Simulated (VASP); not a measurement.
Runs of VASP 6.6.1 on N. The structure is that of space group Fm-3m (No. 225), or close to it. The cells are those of the table. 

```tsv
cell	gap on the mesh (eV)	pressure (GPa)
a = 2.222 Å, angles 60.0°, 1 atom	none	-3.7
a = 2.251 Å, angles 60.0°, 1 atom	none	-9.5
a = 2.236 Å, angles 60.0°, 1 atom	none	-6.8
a = 2.207 Å, angles 60.0°, 1 atom	none	(b)
a = 2.178 Å, angles 60.0°, 1 atom	none	7.6
a = 2.193 Å, angles 60.0°, 1 atom	none	3.4
a = 2.162 Å, angles 60.0°, 1 atom	none	(a)
```

Alike in all rows: task single point; level PBE; potentials or basis VASP PAW PBE potentials, release 64 (N); no spin polarisation; k mesh 60 × 60 × 60; cutoff (eV) 520; smearing fermi-dirac 0.0612256 eV.

Task: Estimate the missing entries.

Result: (a) 12.2; (b) -0.3.

Caveats: the cell stands under tension (at least some runs); the cell stands under pressure (at least some runs).

A gap of «none» marks levels without a gap at the run's occupations.
